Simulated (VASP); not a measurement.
# SnSe2 (C2) in VASP: single point with PBEsol

Aim: the single point of SnSe2 with PBEsol.

Everything below comes from runs of VASP 6.6.1. Logs are shortened: lines on timing, memory, paths and dates and some standing lists are left out, and cuts for length are marked.

## 1. The cell of the first run

The structure is monoclinic, space group C2 (No. 5). Conventional cell: a = 6.297 Å, b = 3.856 Å, c = 5.666 Å, α = 90.00°, β = 94.76°, γ = 90.00°. Within 3.3 Å of Sn (site symmetry 2) lie 6 Se at 2.53 to 2.67 Å. Se (site symmetry 1) has 3 Sn at 2.53 to 2.67 Å within 3.3 Å.

## 2. Single point, PBEsol (strained and its atoms moved)

INCAR

```
  PREC = Accurate
  ENCUT = 520
  EDIFF = 1E-6
  ISMEAR = 0
  SIGMA = 0.02
  LREAL = False
  LASPH = True
  NELM = 60
  ALGO = Normal
  ISIF = 2
  LWAVE = False
  LCHARG = False
  GGA = PS
  NBANDS = 20
```

KPOINTS

```
regular mesh
0
Gamma
  9 9 6
```

POSCAR

```
SnSe2
1.0
    3.6884751708     -0.0966088191     -0.1286974289
   -1.9279032770      3.3392209535     -0.0000095099
   -0.2072464900     -0.1196715000      5.6613211300
Sn Se
1 2
Direct
    0.0000000000      0.0125415578      0.0000000000
    0.3285018352      0.6579801387      0.2595464597
    0.6714981648      0.3294783035      0.7404535403
```

Potentials or basis: VASP PAW PBE potentials, release 64 (Sn_d, Se).

On the command line:

```console
$ cat potpaw_PBE.64/Sn_d/POTCAR potpaw_PBE.64/Se/POTCAR > POTCAR
$ mpirun -np 1 vasp_std > vasp.out
```

OUTCAR:

```text
PREC = Accurate
   ENCUT = 520
   EDIFF = 1E-6
   ISMEAR = 0
   LREAL = False
   LASPH = True
   NELM = 60
   ISIF = 2
   GGA = PS

 ion  position               nearest neighbor table
   1  0.000  0.013  0.000-   2 2.53   3 2.53   3 2.64   2 2.64   3 2.67   2 2.67
   2  0.329  0.658  0.260-   1 2.53   1 2.64   1 2.67
   3  0.671  0.329  0.740-   1 2.53   1 2.64   1 2.67

  LATTYP: Found a base centered monoclinic cell.
 ALAT       =     6.2972778072
 B/A-ratio  =     0.6122966036
 C/A-ratio  =     0.8998137389
 COS(beta)  =    -0.0830382059

  Lattice vectors:

 A1 = (   3.6884751708,  -0.0966088191,  -0.1286974289)
 A2 = (   1.7605718938,   3.2426121344,  -0.1287069388)
 A3 = (  -0.2072464900,  -0.1196715000,   5.6613211300)

Analysis of symmetry for initial positions (statically):
=====================================================================
 Subroutine PRICEL returns:
 Original cell was already a primitive cell.

 Routine SETGRP: Setting up the symmetry group for a
 base centered monoclinic supercell.

 Subroutine GETGRP returns: Found  2 space group operations
 (whereof  2 operations were pure point group operations)
 out of a pool of  4 trial point group operations.

The static configuration has the point symmetry C_2 .

Analysis of symmetry for dynamics (positions and initial velocities):
=====================================================================
 Subroutine PRICEL returns:
 Original cell was already a primitive cell.

 Routine SETGRP: Setting up the symmetry group for a
 base centered monoclinic supercell.

 Subroutine GETGRP returns: Found  2 space group operations
 (whereof  2 operations were pure point group operations)
 out of a pool of  4 trial point group operations.

The dynamic configuration has the point symmetry C_2 .

 Subroutine INISYM returns: Found  2 space group operations
 (whereof  2 operations are pure point group operations),
 and found     1 'primitive' translations

----------------------------------------------------------------------------------------

                                     Primitive cell

  volume of cell :      68.5552

  direct lattice vectors                    reciprocal lattice vectors
     3.688475171 -0.096608819 -0.128697429     0.275754354  0.159207150  0.013460053
    -1.927903277  3.339220953 -0.000009510     0.008202657  0.304206882  0.006730737
    -0.207246490 -0.119671500  5.661321130     0.006268670  0.003619728  0.176943211

  length of vectors
     3.691983935  3.855801813  5.666377089     0.318698217  0.304391874  0.177091215

  position of ions in fractional coordinates (direct lattice)
     1.000000000  0.012541558  1.000000000
     0.328501835  0.657980139  0.259546460
     0.671498165  0.329478303  0.740453540

  ion indices of the primitive-cell ions
   primitive index   ion index
                 1           1
                 2           2
                 3           3

----------------------------------------------------------------------------------------

 KPOINTS: regular mesh

Automatic generation of k-mesh.
 Grid dimensions read from file:
 generate k-points for:    9    9    6

 Generating k-lattice:

  Cartesian coordinates                     Fractional coordinates (reciprocal lattice)
     0.030639373  0.017689683  0.001495561     0.111111111 -0.000000000  0.000000000
     0.000911406  0.033800765  0.000747860    -0.000000000  0.111111111  0.000000000
     0.001044778  0.000603288  0.029490535     0.000000000 -0.000000000  0.166666667

  Length of vectors
     0.035410913  0.033821319  0.029515203

  Shift w.r.t. Gamma in fractional coordinates (k-lattice)
     0.000000000  0.000000000  0.000000000

 Subroutine IBZKPT returns following result:
 ===========================================

 Found    140 irreducible k-points:

 Following reciprocal coordinates:
            Coordinates               Weight
  0.000000  0.000000  0.000000      1.000000
  0.111111 -0.000000 -0.000000      2.000000
  0.222222 -0.000000 -0.000000      2.000000
  0.333333 -0.000000 -0.000000      2.000000
  0.444444 -0.000000 -0.000000      2.000000
  0.000000  0.111111 -0.000000      4.000000
[... 16 lines left out ...]
  0.222222  0.444444 -0.000000      4.000000
 -0.333333  0.444444  0.000000      4.000000
 [... further k-points ...]
   k-points           NKPTS =    140   k-points in BZ     NKDIM =    140   number of bands    NBANDS=     20
   number of dos      NEDOS =    301   number of ions     NIONS =      3
   total plane-waves  NPLWV =  35280
   dimension x,y,z NGX =    28 NGY =   30 NGZ =   42
   dimension x,y,z NGXF=    56 NGYF=   60 NGZF=   84
   ions per type =               1   2
   NGX,Y,Z   is equivalent  to a cutoff of  12.61, 12.93, 12.32 a.u.
   NGXF,Y,Z  is equivalent  to a cutoff of  25.22, 25.87, 24.64 a.u.
 SYSTEM =  unknown system
   PREC   = accura    normal or accurate (medium, high low for compatibility)
   ISTART =      0    job   : 0-new  1-cont  2-samecut
   ICHARG =      2    charge: 1-file 2-atom 10-const
   ISPIN  =      1    spin polarized calculation?
   LNONCOLLINEAR =      F non collinear calculations
   LSORBIT =      F    spin-orbit coupling
   LASPH  =      T    aspherical Exc in radial PAW
   ENCUT  =  520.0 eV  38.22 Ry    6.18 a.u.   6.86  7.17 10.54*2*pi/ulx,y,z
   NELM   =     60;   NELMIN=  2; NELMDL= -5     # of ELM steps
   EDIFF  = 0.1E-05   stopping-criterion for ELM
   LREAL  =      F    real-space projection
   EDIFFG = 0.1E-04   stopping-criterion for IOM
   NSW    =      0    number of steps for IOM
   IBRION =     -1    ionic relax: 0-MD 1-quasi-New 2-CG
   NFREE  =      0    steps in history (QN), initial steepest desc. (CG)
   ISIF   =      2    stress and relaxation
   ISYM   =      2    0-nonsym 1-usesym 2-fastsym
   POTIM  = 0.5000    time-step for ionic-motion
   TEBEG  =    0.0;   TEEND  =   0.0 temperature during run
   PSTRESS=    0.0 pullay stress
   NELECT =      26.0000    total number of electrons
   NUPDOWN=      -1.0000    fix difference up-down
   EMIN   =  10.00;   EMAX   =-10.00  energy-range for DOS
   EFERMI =   0.00;   METHOD = LEGACY
   ISMEAR =     0;   SIGMA  =   0.02  broadening in eV -4-tet -1-fermi 0-gaus
   EFERMI_NEDOS =   21; number of points for ismear=-14 and -15
   IALGO  =     38    algorithm
   IMIX   =      4    mixing-type and parameters
     AMIX     =   0.40;   BMIX     =  1.00
     AMIX_MAG =   1.60;   BMIX_MAG =  1.00
  volume/ion in A,a.u.               =      22.85       154.21
  Fermi-wavevector in a.u.,A,eV,Ry     =   1.185002  2.239329 19.105707  1.404230
  Thomas-Fermi vector in A             =   2.321205
   LORBIT       =      0    0 simple, 1 ext, 2 COOP (PROOUT), +10 PAW based schemes
   GGA     = PS    functional components
   LHFCALC =     F    Hartree Fock is set to
   AEXX    =    0.0000 exact exchange contribution
   IVDW    =     0    specifies the selected vdW correction
   LEPSILON=     F    determine dielectric tensor
   LRPA    =     F    only Hartree local field effects (RPA)
 non-spin polarized calculation
 Gauss-broadening in eV      SIGMA  =   0.02
  energy-cutoff  :      520.00
  volume of cell :       68.56
 maximum number of plane-waves:      1863
   NGX = 13   NGY = 15   NGZ = 21

 number of electron      26.0000008 magnetization

 Free energy of the ion-electron system (eV)
  ---------------------------------------------------
  ext. energy  EPLUGINS =         0.00000000
  ---------------------------------------------------
  free energy    TOTEN  =       -12.56659608 eV

  energy without entropy =      -12.56639963  energy(sigma->0) =      -12.56649786

 E-fermi :   5.9006     XC(G=0): -10.2483

 val. band max:        5.8819207860   @ k =  -0.3333   0.0000   0.3333
 cond. band min:       5.9039795314   @ k =   0.4444  -0.0000   0.3333
 fundamental gap:      0.0220587454
 Fermi energy:         5.9005944265

 k-point     1 :       0.0000    0.0000    0.0000
  band No.  band energies     occupation
      1     -15.9207      2.00000
      2     -15.8896      2.00000
      3     -15.8474      2.00000
      4     -15.8282      2.00000
      5     -15.8241      2.00000
      6      -9.3361      2.00000
[... 12 lines left out ...]
     19      14.0603      0.00000
     20      14.9572      0.00000

 k-point     2 :       0.1111   -0.0000   -0.0000
  band No.  band energies     occupation
      1     -15.9156      2.00000
      2     -15.8976      2.00000
      3     -15.8437      2.00000
      4     -15.8322      2.00000
      5     -15.8217      2.00000
      6      -9.1899      2.00000
[... 12 lines left out ...]
     19      13.7663      0.00000
     20      14.2695      0.00000

 k-point     3 :       0.2222   -0.0000   -0.0000
  band No.  band energies     occupation
      1     -15.9245      2.00000
      2     -15.9033      2.00000
      3     -15.8418      2.00000
      4     -15.8303      2.00000
      5     -15.8126      2.00000
      6      -8.7638      2.00000
[... 12 lines left out ...]
     19      13.2689      0.00000
     20      14.2679      0.00000

 k-point     4 :       0.3333   -0.0000   -0.0000
  band No.  band energies     occupation
      1     -15.9552      2.00000
      2     -15.8968      2.00000
      3     -15.8518      2.00000
      4     -15.8139      2.00000
      5     -15.7965      2.00000
      6      -8.1105      2.00000
[... 12 lines left out ...]
     19      14.2993      0.00000
     20      15.7591      0.00000

 k-point     5 :       0.4444   -0.0000   -0.0000
  band No.  band energies     occupation
      1     -15.9757      2.00000
      2     -15.8948      2.00000
      3     -15.8583      2.00000
      4     -15.8030      2.00000
      5     -15.7834      2.00000
      6      -7.3884      2.00000
[... 12 lines left out ...]
     19      15.8636      0.00000
     20      17.5470      0.00000

 k-point     6 :       0.0000    0.1111   -0.0000
  band No.  band energies     occupation
      1     -15.9266      2.00000
      2     -15.8878      2.00000
      3     -15.8431      2.00000
      4     -15.8291      2.00000
      5     -15.8243      2.00000
      6      -9.2033      2.00000
[... 12 lines left out ...]
     19      13.8858      0.00000
     20      14.6252      0.00000

 k-point     7 :       0.1111    0.1111   -0.0000
  band No.  band energies     occupation
      1     -15.9282      2.00000
      2     -15.8943      2.00000
      3     -15.8388      2.00000
      4     -15.8344      2.00000
      5     -15.8165      2.00000
      6      -8.9168      2.00000
[... 12 lines left out ...]
     19      13.3016      0.00000
     20      14.8788      0.00000
[... 277 lines left out ...]
 k-point    20 :      -0.2222    0.3333    0.0000
  band No.  band energies     occupation
      1     -15.9628      2.00000
      2     -15.8811      2.00000
      3     -15.8405      2.00000
      4     -15.8241      2.00000
      5     -15.8064      2.00000
      6      -8.4718      2.00000
[... 12 lines left out ...]
     19      12.8649      0.00000
     20      15.4681      0.00000

 k-point    21 :      -0.0000    0.4444   -0.0000
  band No.  band energies     occupation
      1     -15.9940      2.00000
      2     -15.8737      2.00000
      3     -15.8555      2.00000
      4     -15.7984      2.00000
      5     -15.7950      2.00000
      6      -7.6287      2.00000
[... 12 lines left out ...]
     19      15.5150      0.00000
     20      16.2792      0.00000

 k-point    22 :       0.1111    0.4444   -0.0000
  band No.  band energies     occupation
      1     -15.9887      2.00000
      2     -15.8820      2.00000
      3     -15.8510      2.00000
      4     -15.8001      2.00000
      5     -15.7956      2.00000
      6      -7.4219      2.00000
[... 12 lines left out ...]
     19      14.9943      0.00000
     20      16.1531      0.00000

 k-point    23 :       0.2222    0.4444   -0.0000
  band No.  band energies     occupation
      1     -15.9709      2.00000
      2     -15.9003      2.00000
      3     -15.8354      2.00000
      4     -15.8135      2.00000
      5     -15.7986      2.00000
      6      -7.3550      2.00000
[... 12 lines left out ...]
     19      13.9383      0.00000
     20      14.9351      0.00000

 k-point    24 :      -0.3333    0.4444    0.0000
  band No.  band energies     occupation
      1     -15.9817      2.00000
      2     -15.8811      2.00000
      3     -15.8474      2.00000
      4     -15.8090      2.00000
      5     -15.7976      2.00000
      6      -7.8463      2.00000
[... 12 lines left out ...]
     19      14.4682      0.00000
     20      16.1823      0.00000

 [... further k-points ...]
[... 5 lines left out ...]
  --------------------------------------------------------------------------------------
  -------------------------------------------------------------------------------------
  Total        4.3137270      4.2197681      5.6516754      0.0813476      0.8907762      1.5429240
  in kB      100.8144304     98.6185528    132.0831002      1.9011426     20.8179825     36.0590752
  external PRESSURE =     110.5053611 kB  Pullay stress =       0.0000000 kB

 VOLUME and BASIS-vectors are now :
 -----------------------------------------------------------------------------
  energy-cutoff  :      520.00
  volume of cell :       68.56
      direct lattice vectors                 reciprocal lattice vectors
     3.688475171 -0.096608819 -0.128697429     0.275754354  0.159207150  0.013460053
    -1.927903277  3.339220953 -0.000009510     0.008202657  0.304206882  0.006730737
    -0.207246490 -0.119671500  5.661321130     0.006268670  0.003619728  0.176943211

 POSITION                                       TOTAL-FORCE (eV/Angst)
 -----------------------------------------------------------------------------------
     -0.02418      0.04188     -0.00000         0.412232     -0.714006      0.000002
     -0.11064      2.13434      1.42709         0.354330      0.680571      1.632577
      1.68815      0.94672      4.10552        -0.766562      0.033435     -1.632579
 -----------------------------------------------------------------------------------
    total drift:                                0.000002     -0.000064     -0.000015

  FREE ENERGIE OF THE ION-ELECTRON SYSTEM (eV)
  ---------------------------------------------------
  free  energy   TOTEN  =       -12.5665960821 eV

  energy  without entropy=      -12.5663996288  energy(sigma->0) =      -12.56649786
```

Run time: 4.1 min. Hardware: 1 thread of AMD EPYC 7R13 (Zen 3), shared host; peak memory 0.28 GiB.

Results:

```yaml
Free_energy: -12.5666 eV
Pressure: 11.1 GPa
Largest_force: 1.804 eV/Å
Band_gap_on_the_k_mesh: zero (band 13 reaches 5.91 eV, above the bottom of band 14 at 5.63 eV)
```

Forces on the atoms (eV/Å):
```
Sn   0.412 -0.714  0.000
Se   0.354  0.681  1.633
Se  -0.767  0.033 -1.633
```

Levels at points of the mesh, in eV from the Fermi level:
```csv
k point,band 9,band 10,band 11,band 12,band 13,band 14,band 15,band 16,band 17,band 18
"(0.00, 0.00, 0.00)",-1.95,-1.35,-0.97,-0.88,-0.02,0.64,2.24,4.04,4.52,7.74
"(0.00, 0.00, 0.50)",-2.94,-2.17,-1.07,-0.83,-0.75,2.14,2.31,3.65,3.87,6.94
```

Caveat: the cell differs from its parent crystal (strained and its atoms moved); the PAW data sets were made with another functional, which shifts forces and pressure a little; spin-orbit coupling is left out, which moves the levels of the heavy elements.
